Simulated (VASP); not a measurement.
# PbSe in VASP: further runs, part 2 of 2

VASP 6.6.1. The steps go on from the part before.

### 5 Single point, PBE

INCAR

```
PREC = Accurate
ENCUT = 520
EDIFF = 1E-7
ISMEAR = 0
SIGMA = 0.05
LREAL = False
LASPH = True
NELM = 100
ALGO = Normal
ISIF = 2
LWAVE = False
LCHARG = False
GGA = PE
ISYM = 0
NBANDS = 17
```

KPOINTS

```
regular mesh
0
Gamma
  9 9 9
```

POSCAR

```
PbSe
1.0
    0.0000000000      3.0621500000      3.0621500000
    3.0621500000      0.0000000000      3.0621500000
    3.0621500000      3.0621500000      0.0000000000
Pb Se
1 1
Direct
    0.0000000000      0.0000000000      0.0000000000
    0.5000000000      0.5000000000      0.5000000000
```

Potentials or basis: VASP PAW PBE potentials, release 64 (Pb_d, Se).

On the command line:

```sh
$ cat potpaw_PBE.64/Pb_d/POTCAR potpaw_PBE.64/Se/POTCAR > POTCAR
$ mpirun -np 1 vasp_std > vasp.out
```

OUTCAR:

```text
PREC = Accurate
   ENCUT = 520
   EDIFF = 1E-7
   ISMEAR = 0
   LREAL = False
   LASPH = True
   NELM = 100
   ISIF = 2
   GGA = PE
   ISYM = 0

 ion  position               nearest neighbor table
   1  0.000  0.000  0.000-   2 3.06   2 3.06   2 3.06   2 3.06   2 3.06   2 3.06
   2  0.500  0.500  0.500-   1 3.06   1 3.06   1 3.06   1 3.06   1 3.06   1 3.06

IMPORTANT INFORMATION: All symmetrisations will be switched off!
NOSYMM: (Re-)initialisation of all symmetry stuff for point group C_1.

----------------------------------------------------------------------------------------

                                     Primitive cell

  volume of cell :      57.4261

  direct lattice vectors                    reciprocal lattice vectors
     0.000000000  3.062150000  3.062150000    -0.163283967  0.163283967  0.163283967
     3.062150000  0.000000000  3.062150000     0.163283967 -0.163283967  0.163283967
     3.062150000  3.062150000  0.000000000     0.163283967  0.163283967 -0.163283967

  length of vectors
     4.330534060  4.330534060  4.330534060     0.282816127  0.282816127  0.282816127

  position of ions in fractional coordinates (direct lattice)
     0.000000000  0.000000000  0.000000000
     0.500000000  0.500000000  0.500000000

  ion indices of the primitive-cell ions
   primitive index   ion index
                 1           1
                 2           2

----------------------------------------------------------------------------------------

 KPOINTS: regular mesh

Automatic generation of k-mesh.
 Grid dimensions read from file:
 generate k-points for:    9    9    9

 Generating k-lattice:

  Cartesian coordinates                     Fractional coordinates (reciprocal lattice)
    -0.018142663  0.018142663  0.018142663     0.111111111  0.000000000  0.000000000
     0.018142663 -0.018142663  0.018142663     0.000000000  0.111111111  0.000000000
     0.018142663  0.018142663 -0.018142663     0.000000000  0.000000000  0.111111111

  Length of vectors
     0.031424014  0.031424014  0.031424014

  Shift w.r.t. Gamma in fractional coordinates (k-lattice)
     0.000000000  0.000000000  0.000000000

 Subroutine IBZKPT returns following result:
 ===========================================

 Found    365 irreducible k-points:

 Following reciprocal coordinates:
            Coordinates               Weight
  0.000000  0.000000  0.000000      1.000000
  0.111111  0.000000  0.000000      2.000000
  0.000000  0.111111  0.000000      2.000000
  0.000000  0.000000  0.111111      2.000000
  0.111111  0.111111  0.111111      2.000000
  0.222222  0.000000  0.000000      2.000000
[... 16 lines left out ...]
  0.111111  0.000000  0.222222      2.000000
  0.111111  0.111111 -0.111111      2.000000
 [... further k-points ...]
   k-points           NKPTS =    365   k-points in BZ     NKDIM =    365   number of bands    NBANDS=     17
   number of dos      NEDOS =    301   number of ions     NIONS =      2
   total plane-waves  NPLWV =  32768
   dimension x,y,z NGX =    32 NGY =   32 NGZ =   32
   dimension x,y,z NGXF=    64 NGYF=   64 NGZF=   64
   ions per type =               1   1
   NGX,Y,Z   is equivalent  to a cutoff of  12.28, 12.28, 12.28 a.u.
   NGXF,Y,Z  is equivalent  to a cutoff of  24.57, 24.57, 24.57 a.u.
 SYSTEM =  unknown system
   PREC   = accura    normal or accurate (medium, high low for compatibility)
   ISTART =      0    job   : 0-new  1-cont  2-samecut
   ICHARG =      2    charge: 1-file 2-atom 10-const
   ISPIN  =      1    spin polarized calculation?
   LNONCOLLINEAR =      F non collinear calculations
   LSORBIT =      F    spin-orbit coupling
   LASPH  =      T    aspherical Exc in radial PAW
   ENCUT  =  520.0 eV  38.22 Ry    6.18 a.u.   8.05  8.05  8.05*2*pi/ulx,y,z
   NELM   =    100;   NELMIN=  2; NELMDL= -5     # of ELM steps
   EDIFF  = 0.1E-06   stopping-criterion for ELM
   LREAL  =      F    real-space projection
   EDIFFG = 0.1E-05   stopping-criterion for IOM
   NSW    =      0    number of steps for IOM
   IBRION =     -1    ionic relax: 0-MD 1-quasi-New 2-CG
   NFREE  =      0    steps in history (QN), initial steepest desc. (CG)
   ISIF   =      2    stress and relaxation
   ISYM   =      0    0-nonsym 1-usesym 2-fastsym
   POTIM  = 0.5000    time-step for ionic-motion
   TEBEG  =    0.0;   TEEND  =   0.0 temperature during run
   PSTRESS=    0.0 pullay stress
   NELECT =      20.0000    total number of electrons
   NUPDOWN=      -1.0000    fix difference up-down
   EMIN   =  10.00;   EMAX   =-10.00  energy-range for DOS
   EFERMI =   0.00;   METHOD = LEGACY
   ISMEAR =     0;   SIGMA  =   0.05  broadening in eV -4-tet -1-fermi 0-gaus
   EFERMI_NEDOS =   21; number of points for ismear=-14 and -15
   IALGO  =     38    algorithm
   IMIX   =      4    mixing-type and parameters
     AMIX     =   0.40;   BMIX     =  1.00
     AMIX_MAG =   1.60;   BMIX_MAG =  1.00
  volume/ion in A,a.u.               =      28.71       193.77
  Fermi-wavevector in a.u.,A,eV,Ry     =   1.151812  2.176610 18.050462  1.326672
  Thomas-Fermi vector in A             =   2.288467
   LORBIT       =      0    0 simple, 1 ext, 2 COOP (PROOUT), +10 PAW based schemes
   GGA     = PE    functional components
   LHFCALC =     F    Hartree Fock is set to
   AEXX    =    0.0000 exact exchange contribution
   IVDW    =     0    specifies the selected vdW correction
   LEPSILON=     F    determine dielectric tensor
   LRPA    =     F    only Hartree local field effects (RPA)
 non-spin polarized calculation
 Gauss-broadening in eV      SIGMA  =   0.05
  energy-cutoff  :      520.00
  volume of cell :       57.43
 maximum number of plane-waves:      1565
   NGX = 17   NGY = 17   NGZ = 17

 number of electron      20.0000000 magnetization

 Free energy of the ion-electron system (eV)
  ---------------------------------------------------
  ext. energy  EPLUGINS =         0.00000000
  ---------------------------------------------------
  free energy    TOTEN  =        -8.17954503 eV

  energy without entropy =       -8.17954503  energy(sigma->0) =       -8.17954503

 E-fermi :   5.1352     XC(G=0):  -9.5236

 val. band max:        4.8725946686   @ k =   0.4444   0.4444   0.4444
 cond. band min:       5.5671289442   @ k =   0.0000   0.0000   0.4444
 fundamental gap:      0.6945342755
 Fermi energy:         5.1351914477

 k-point     1 :       0.0000    0.0000    0.0000
  band No.  band energies     occupation
      1     -11.7838      2.00000
      2     -11.7838      2.00000
      3     -11.7838      2.00000
      4     -11.7798      2.00000
      5     -11.7798      2.00000
      6      -8.5313      2.00000
[... 9 lines left out ...]
     16      11.5697      0.00000
     17      13.2290      0.00000

 k-point     2 :       0.1111    0.0000    0.0000
  band No.  band energies     occupation
      1     -11.7839      2.00000
      2     -11.7839      2.00000
      3     -11.7834      2.00000
      4     -11.7789      2.00000
      5     -11.7789      2.00000
      6      -8.4376      2.00000
[... 9 lines left out ...]
     16      11.8459      0.00000
     17      14.1594      0.00000

 k-point     3 :       0.0000    0.1111    0.0000
  band No.  band energies     occupation
      1     -11.7839      2.00000
      2     -11.7839      2.00000
      3     -11.7834      2.00000
      4     -11.7789      2.00000
      5     -11.7789      2.00000
      6      -8.4376      2.00000
[... 9 lines left out ...]
     16      11.8459      0.00000
     17      14.1594      0.00000

 k-point     4 :       0.0000    0.0000    0.1111
  band No.  band energies     occupation
      1     -11.7839      2.00000
      2     -11.7839      2.00000
      3     -11.7834      2.00000
      4     -11.7789      2.00000
      5     -11.7789      2.00000
      6      -8.4376      2.00000
[... 9 lines left out ...]
     16      11.8459      0.00000
     17      14.1595      0.00000
[... 343 lines left out ...]
      1     -11.7979      2.00000
      2     -11.7861      2.00000
      3     -11.7819      2.00000
      4     -11.7728      2.00000
      5     -11.7681      2.00000
      6      -8.1958      2.00000
[... 9 lines left out ...]
     16      13.1322      0.00000
     17      14.8265      0.00000

 k-point    23 :       0.1111    0.0000    0.2222
  band No.  band energies     occupation
      1     -11.7979      2.00000
      2     -11.7861      2.00000
      3     -11.7819      2.00000
      4     -11.7728      2.00000
      5     -11.7681      2.00000
      6      -8.1958      2.00000
[... 9 lines left out ...]
     16      13.1322      0.00000
     17      14.8360      0.00000

 k-point    24 :       0.1111    0.1111   -0.1111
  band No.  band energies     occupation
      1     -11.7979      2.00000
      2     -11.7861      2.00000
      3     -11.7819      2.00000
      4     -11.7728      2.00000
      5     -11.7681      2.00000
      6      -8.1958      2.00000
[... 9 lines left out ...]
     16      13.1322      0.00000
     17      14.8462      0.00000

 [... further k-points ...]
[... 5 lines left out ...]
  --------------------------------------------------------------------------------------
  -------------------------------------------------------------------------------------
  Total        0.8297820      0.8297747      0.8297784      0.0000048      0.0000066      0.0000061
  in kB       23.1507580     23.1505552     23.1506584      0.0001348      0.0001847      0.0001689
  external PRESSURE =      23.1506572 kB  Pullay stress =       0.0000000 kB

 VOLUME and BASIS-vectors are now :
 -----------------------------------------------------------------------------
  energy-cutoff  :      520.00
  volume of cell :       57.43
      direct lattice vectors                 reciprocal lattice vectors
     0.000000000  3.062150000  3.062150000    -0.163283967  0.163283967  0.163283967
     3.062150000  0.000000000  3.062150000     0.163283967 -0.163283967  0.163283967
     3.062150000  3.062150000  0.000000000     0.163283967  0.163283967 -0.163283967

 POSITION                                       TOTAL-FORCE (eV/Angst)
 -----------------------------------------------------------------------------------
      0.00000      0.00000      0.00000         0.000001      0.000000     -0.000001
      3.06215      3.06215      3.06215        -0.000001     -0.000000      0.000001
 -----------------------------------------------------------------------------------
    total drift:                                0.000002      0.000001     -0.000002

  FREE ENERGIE OF THE ION-ELECTRON SYSTEM (eV)
  ---------------------------------------------------
  free  energy   TOTEN  =        -8.1795450296 eV

  energy  without entropy=       -8.1795450296  energy(sigma->0) =       -8.17954503
```

It took 92 s on 1 thread of Intel Xeon 6975P-C (Granite Rapids), shared host; peak memory 0.46 GiB.

Results:

| Property | Result |
| --- | --- |
| Free energy | -8.1795 eV |
| Pressure | 2.3 GPa |

Caveat: this odd mesh misses L, where the gap lies, so gap, dielectric constants and Born charges aren't listed; spin-orbit coupling is left out, which moves the levels of the heavy elements.

### 6 Overview

```csv
level,cell,smearing,pressure (GPa)
PBEsol,"a = 4.331 Å, angles 60.0°, 2 atoms",tetrahedron,-0.6
PBE,"a = 4.363, b = 4.363, c = 4.395 Å, angles 59.8, 59.8, 60.5°, 2 atoms",fermi-dirac 0.01 eV,0.8
PBE,"a = 4.331 Å, angles 60.0°, 2 atoms",fermi-dirac 0.01 eV,2.3
PBE,"a = 4.331 Å, angles 60.0°, 2 atoms",gaussian 0.05 eV,2.3
```

Some of these runs hold the atoms at other places in the same cell, which the table doesn't show; runs alike in all that it shows share one row.

Alike in all rows: task single point; potentials or basis VASP PAW PBE potentials, release 64 (Pb_d, Se); no spin polarisation; k mesh 9 × 9 × 9; cutoff (eV) 520.

Caveats: spin-orbit coupling is left out, which moves the levels of the heavy elements; the PAW data sets were made with another functional, which shifts forces and pressure a little (some runs).

Absolute energies hang on the potentials; compare differences alone.
